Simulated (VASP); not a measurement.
# Al7Cu (Fm-3m) in VASP: single point with PBE

Aim: the single point of Al7Cu with PBE.

Program: VASP 6.6.1. These are calculated values, not measurements. Logs are shortened: lines on timing, memory, paths and dates and some standing lists are left out, and cuts for length are marked.

### Step 1. The cell of the first run

It takes space group Fm-3m (No. 225, cubic). The conventional cell has a = 7.797 Å, b = 7.797 Å, c = 7.797 Å, α = 90.00°, β = 90.00°, γ = 90.00°. Al (site symmetry mmm) has 10 Al at 2.76 Å and 2 Cu at 2.76 Å within 3.6 Å. Al (site symmetry m-3m) has 12 Al at 2.76 Å within 3.6 Å. Cu (site symmetry m-3m) has 12 Al at 2.76 Å within 3.6 Å.

### Step 2. Single point, PBE

INCAR

```
SYSTEM = Al7Cu
ALGO = Normal
EDIFF = 1E-6
ENCUT = 600
GGA = PE
GGA_COMPAT = .FALSE.
ISIF = 2
ISMEAR = 0
LASPH = .TRUE.
LCHARG = .TRUE.
LELF = .TRUE.
LREAL = .FALSE.
LVHAR = .TRUE.
LWAVE = .FALSE.
NBANDS = 26
NELM = 120
PREC = Accurate
SIGMA = 0.1
```

KPOINTS

```
k-points
0
G
  10 10 10
  0 0 0
```

POSCAR

```
Al7Cu
1.0
    0.0000000000      3.8985210993      3.8985210993
    3.8985210993      0.0000000000      3.8985210993
    3.8985210993      3.8985210993      0.0000000000
Al Cu
7 1
Direct
    0.5000000000      0.0000000000      0.0000000000
    0.0000000000      0.5000000000      0.5000000000
    0.0000000000      0.5000000000      0.0000000000
    0.5000000000      0.0000000000      0.5000000000
    0.0000000000      0.0000000000      0.5000000000
    0.5000000000      0.5000000000      0.0000000000
    0.0000000000      0.0000000000      0.0000000000
    0.5000000000      0.5000000000      0.5000000000
```

Potentials or basis: VASP PAW PBE potentials, release 64 (Al, Cu).

On the command line:

```console
$ cat potpaw_PBE.64/Al/POTCAR potpaw_PBE.64/Cu/POTCAR > POTCAR
$ mpirun -np 1 vasp_std > vasp.out
```

OUTCAR:

```text
SYSTEM = Al7Cu
   EDIFF = 1E-6
   ENCUT = 600
   GGA = PE
   ISIF = 2
   ISMEAR = 0
   LASPH = .TRUE.
   LREAL = .FALSE.
   NELM = 120
   PREC = Accurate

 ion  position               nearest neighbor table
   1  0.500  0.000  0.000-   4 2.76   6 2.76   7 2.76   4 2.76   5 2.76   8 2.76   3 2.76   6 2.76
                             8 2.76   3 2.76   5 2.76   7 2.76
   2  0.000  0.500  0.500-   3 2.76   5 2.76   8 2.76   3 2.76   6 2.76   7 2.76   4 2.76   5 2.76
                             7 2.76   4 2.76   6 2.76   8 2.76
   3  0.000  0.500  0.000-   2 2.76   6 2.76   7 2.76   2 2.76   5 2.76   8 2.76   1 2.76   5 2.76
                             7 2.76   1 2.76   6 2.76   8 2.76
   4  0.500  0.000  0.500-   1 2.76   5 2.76   8 2.76   1 2.76   6 2.76   7 2.76   2 2.76   6 2.76
                             8 2.76   2 2.76   5 2.76   7 2.76
   5  0.000  0.000  0.500-   2 2.76   4 2.76   7 2.76   1 2.76   3 2.76   7 2.76   2 2.76   3 2.76
                             8 2.76   1 2.76   4 2.76   8 2.76
   6  0.500  0.500  0.000-   1 2.76   3 2.76   8 2.76   2 2.76   4 2.76   8 2.76   1 2.76   4 2.76
                             7 2.76   2 2.76   3 2.76   7 2.76
   7  0.000  0.000  0.000-   1 2.76   3 2.76   5 2.76   2 2.76   4 2.76   5 2.76   2 2.76   3 2.76
                             6 2.76   1 2.76   4 2.76   6 2.76
   8  0.500  0.500  0.500-   2 2.76   4 2.76   6 2.76   1 2.76   3 2.76   6 2.76   1 2.76   4 2.76
                             5 2.76   2 2.76   3 2.76   5 2.76

  LATTYP: Found a face centered cubic cell.
 ALAT       =     7.7970421986

  Lattice vectors:

 A1 = (   0.0000000000,   3.8985210993,   3.8985210993)
 A2 = (   3.8985210993,   0.0000000000,   3.8985210993)
 A3 = (   3.8985210993,   3.8985210993,   0.0000000000)

Analysis of symmetry for initial positions (statically):
=====================================================================
 Subroutine PRICEL returns:
 Original cell was already a primitive cell.

 Routine SETGRP: Setting up the symmetry group for a
 face centered cubic supercell.

 Subroutine GETGRP returns: Found 48 space group operations
 (whereof 48 operations were pure point group operations)
 out of a pool of 48 trial point group operations.

The static configuration has the point symmetry O_h .

Analysis of symmetry for dynamics (positions and initial velocities):
=====================================================================
 Subroutine PRICEL returns:
 Original cell was already a primitive cell.

 Routine SETGRP: Setting up the symmetry group for a
 face centered cubic supercell.

 Subroutine GETGRP returns: Found 48 space group operations
 (whereof 48 operations were pure point group operations)
 out of a pool of 48 trial point group operations.

The dynamic configuration has the point symmetry O_h .

 Subroutine INISYM returns: Found 48 space group operations
 (whereof 48 operations are pure point group operations),
 and found     1 'primitive' translations

----------------------------------------------------------------------------------------

                                     Primitive cell

  volume of cell :     118.5031

  direct lattice vectors                    reciprocal lattice vectors
     0.000000000  3.898521099  3.898521099    -0.128253763  0.128253763  0.128253763
     3.898521099  0.000000000  3.898521099     0.128253763 -0.128253763  0.128253763
     3.898521099  3.898521099  0.000000000     0.128253763  0.128253763 -0.128253763

  length of vectors
     5.513341412  5.513341412  5.513341412     0.222142033  0.222142033  0.222142033

  position of ions in fractional coordinates (direct lattice)
     0.500000000  0.000000000  0.000000000
     0.000000000  0.500000000  0.500000000
     0.000000000  0.500000000  0.000000000
     0.500000000  0.000000000  0.500000000
     0.000000000  0.000000000  0.500000000
     0.500000000  0.500000000  0.000000000
     0.000000000  0.000000000  0.000000000
     0.500000000  0.500000000  0.500000000

  ion indices of the primitive-cell ions
   primitive index   ion index
                 1           1
                 2           2
                 3           3
                 4           4
                 5           5
                 6           6
                 7           7
                 8           8

----------------------------------------------------------------------------------------

 KPOINTS: k-points

Automatic generation of k-mesh.
 Grid dimensions read from file:
 generate k-points for:   10   10   10

 Generating k-lattice:

  Cartesian coordinates                     Fractional coordinates (reciprocal lattice)
    -0.012825376  0.012825376  0.012825376     0.100000000  0.000000000  0.000000000
     0.012825376 -0.012825376  0.012825376     0.000000000  0.100000000  0.000000000
     0.012825376  0.012825376 -0.012825376     0.000000000  0.000000000  0.100000000

  Length of vectors
     0.022214203  0.022214203  0.022214203

  Shift w.r.t. Gamma in fractional coordinates (k-lattice)
     0.000000000  0.000000000  0.000000000

 Subroutine IBZKPT returns following result:
 ===========================================

 Found     47 irreducible k-points:

 Following reciprocal coordinates:
            Coordinates               Weight
  0.000000  0.000000  0.000000      1.000000
  0.100000  0.000000  0.000000      8.000000
  0.200000  0.000000  0.000000      8.000000
  0.300000  0.000000  0.000000      8.000000
  0.400000  0.000000  0.000000      8.000000
  0.500000  0.000000  0.000000      4.000000
[... 16 lines left out ...]
  0.300000  0.300000  0.000000      6.000000
  0.400000  0.300000  0.000000     24.000000
 [... further k-points ...]
   k-points           NKPTS =     47   k-points in BZ     NKDIM =     47   number of bands    NBANDS=     26
   number of dos      NEDOS =    301   number of ions     NIONS =      8
   total plane-waves  NPLWV = 110592
   dimension x,y,z NGX =    48 NGY =   48 NGZ =   48
   dimension x,y,z NGXF=    96 NGYF=   96 NGZF=   96
   ions per type =               7   1
   NGX,Y,Z   is equivalent  to a cutoff of  14.47, 14.47, 14.47 a.u.
   NGXF,Y,Z  is equivalent  to a cutoff of  28.95, 28.95, 28.95 a.u.
 SYSTEM =  Al7Cu
   PREC   = accura    normal or accurate (medium, high low for compatibility)
   ISTART =      0    job   : 0-new  1-cont  2-samecut
   ICHARG =      2    charge: 1-file 2-atom 10-const
   ISPIN  =      1    spin polarized calculation?
   LNONCOLLINEAR =      F non collinear calculations
   LSORBIT =      F    spin-orbit coupling
   LASPH  =      T    aspherical Exc in radial PAW
   ENCUT  =  600.0 eV  44.10 Ry    6.64 a.u.  11.01 11.01 11.01*2*pi/ulx,y,z
   NELM   =    120;   NELMIN=  2; NELMDL= -5     # of ELM steps
   EDIFF  = 0.1E-05   stopping-criterion for ELM
   LREAL  =      F    real-space projection
   EDIFFG = 0.1E-04   stopping-criterion for IOM
   NSW    =      0    number of steps for IOM
   IBRION =     -1    ionic relax: 0-MD 1-quasi-New 2-CG
   NFREE  =      0    steps in history (QN), initial steepest desc. (CG)
   ISIF   =      2    stress and relaxation
   ISYM   =      2    0-nonsym 1-usesym 2-fastsym
   POTIM  = 0.5000    time-step for ionic-motion
   TEBEG  =    0.0;   TEEND  =   0.0 temperature during run
   PSTRESS=    0.0 pullay stress
   NELECT =      32.0000    total number of electrons
   NUPDOWN=      -1.0000    fix difference up-down
   EMIN   =  10.00;   EMAX   =-10.00  energy-range for DOS
   EFERMI =   0.00;   METHOD = LEGACY
   ISMEAR =     0;   SIGMA  =   0.10  broadening in eV -4-tet -1-fermi 0-gaus
   EFERMI_NEDOS =   21; number of points for ismear=-14 and -15
   IALGO  =     38    algorithm
   IMIX   =      4    mixing-type and parameters
     AMIX     =   0.40;   BMIX     =  1.00
     AMIX_MAG =   1.60;   BMIX_MAG =  1.00
  volume/ion in A,a.u.               =      14.81        99.96
  Fermi-wavevector in a.u.,A,eV,Ry     =   1.058153  1.999618 15.234263  1.119687
  Thomas-Fermi vector in A             =   2.193451
   LORBIT       =      0    0 simple, 1 ext, 2 COOP (PROOUT), +10 PAW based schemes
   GGA     = PE    functional components
   LHFCALC =     F    Hartree Fock is set to
   AEXX    =    0.0000 exact exchange contribution
   IVDW    =     0    specifies the selected vdW correction
   LEPSILON=     F    determine dielectric tensor
   LRPA    =     F    only Hartree local field effects (RPA)
 non-spin polarized calculation
 Gauss-broadening in eV      SIGMA  =   0.10
  energy-cutoff  :      600.00
  volume of cell :      118.50
 maximum number of plane-waves:      3988
 NGX is ok and might be reduce to    48
   NGX = 21   NGY = 21   NGZ = 21

 number of electron      32.0000006 magnetization

 Free energy of the ion-electron system (eV)
  ---------------------------------------------------
  ext. energy  EPLUGINS =         0.00000000
  ---------------------------------------------------
  free energy    TOTEN  =       -29.96157929 eV

  energy without entropy =      -29.94818892  energy(sigma->0) =      -29.95488411

 E-fermi :   8.7357     XC(G=0): -10.7098

 val. band max:        8.7237896087   @ k =  -0.4000   0.3000   0.1000
 cond. band min:       8.7487609625   @ k =   0.4000   0.4000   0.0000
 fundamental gap:      0.0249713538
 Fermi energy:         8.7357414700

 k-point     1 :       0.0000    0.0000    0.0000
  band No.  band energies     occupation
      1      -2.7890      2.00000
      2       3.7355      2.00000
      3       3.7355      2.00000
      4       3.7355      2.00000
      5       3.7868      2.00000
      6       4.1833      2.00000
[... 18 lines left out ...]
     25      15.0974      0.00000
     26      15.0974      0.00000

 k-point     2 :       0.1000    0.0000    0.0000
  band No.  band energies     occupation
      1      -2.7161      2.00000
      2       2.8100      2.00000
      3       3.5958      2.00000
      4       3.5958      2.00000
      5       3.8035      2.00000
      6       4.3118      2.00000
[... 18 lines left out ...]
     25      15.5250      0.00000
[... 608 lines left out ...]
     25      15.0316      0.00000
     26      15.4291      0.00000

 k-point    24 :       0.4000    0.3000    0.0000
  band No.  band energies     occupation
      1      -1.5615      2.00000
      2       1.1027      2.00000
      3       1.3599      2.00000
      4       2.2347      2.00000
      5       2.2804      2.00000
      6       3.2292      2.00000
[... 18 lines left out ...]
     25      14.3539      0.00000
     26      14.4958      0.00000

 [... further k-points ...]
[... 5 lines left out ...]
  --------------------------------------------------------------------------------------
  -------------------------------------------------------------------------------------
  Total        4.6332058      4.6332058      4.6332058      0.0000000     -0.0000000      0.0000000
  in kB       62.6415529     62.6415529     62.6415529      0.0000000     -0.0000000      0.0000000
  external PRESSURE =      62.6415529 kB  Pullay stress =       0.0000000 kB

 VOLUME and BASIS-vectors are now :
 -----------------------------------------------------------------------------
  energy-cutoff  :      600.00
  volume of cell :      118.50
      direct lattice vectors                 reciprocal lattice vectors
     0.000000000  3.898521099  3.898521099    -0.128253763  0.128253763  0.128253763
     3.898521099  0.000000000  3.898521099     0.128253763 -0.128253763  0.128253763
     3.898521099  3.898521099  0.000000000     0.128253763  0.128253763 -0.128253763

 POSITION                                       TOTAL-FORCE (eV/Angst)
 -----------------------------------------------------------------------------------
      0.00000      1.94926      1.94926         0.000000     -0.000000     -0.000000
      3.89852      1.94926      1.94926        -0.000000     -0.000000     -0.000000
      1.94926      0.00000      1.94926         0.000000     -0.000000     -0.000000
      1.94926      3.89852      1.94926         0.000000     -0.000000     -0.000000
      1.94926      1.94926      0.00000         0.000000     -0.000000     -0.000000
      1.94926      1.94926      3.89852         0.000000     -0.000000     -0.000000
      0.00000      0.00000      0.00000         0.000000     -0.000000     -0.000000
      3.89852      3.89852      3.89852        -0.000000      0.000000      0.000000
 -----------------------------------------------------------------------------------
    total drift:                               -0.000000     -0.000000     -0.000000

  FREE ENERGIE OF THE ION-ELECTRON SYSTEM (eV)
  ---------------------------------------------------
  free  energy   TOTEN  =       -29.9615792926 eV

  energy  without entropy=      -29.9481889247  energy(sigma->0) =      -29.95488411
```

Run time: 3.8 min. Hardware: 1 thread of Intel Xeon Platinum 8375C at 2.90GHz (Ice Lake), shared host; peak memory 0.4 GiB.

Results:

- Free energy: -29.9616 eV
- Pressure: 6.3 GPa
- Band gap on the k mesh: zero (bands 16 and 17 overlap by 3.55 eV)

Levels at points of the mesh, in eV from the Fermi level:
| k point | band 13 | band 14 | band 15 | band 16 | band 17 | band 18 | band 19 | band 20 |
| --- | --- | --- | --- | --- | --- | --- | --- | --- |
| (0.00, 0.00, 0.00) | -2.63 | -2.63 | -2.63 | -2.63 | -2.63 | -0.81 | -0.43 | -0.43 |
| (0.50, 0.00, 0.00) | -3.12 | -0.45 | -0.45 | -0.28 | -0.10 | 0.42 | 0.42 | 3.86 |
| (0.50, 0.50, 0.00) | -0.44 | -0.29 | -0.29 | 0.26 | 1.18 | 1.35 | 1.91 | 2.32 |

Caveat: the cell stands under pressure.

The gap in the log of VASP goes by the Fermi energy; the results here count the filled bands.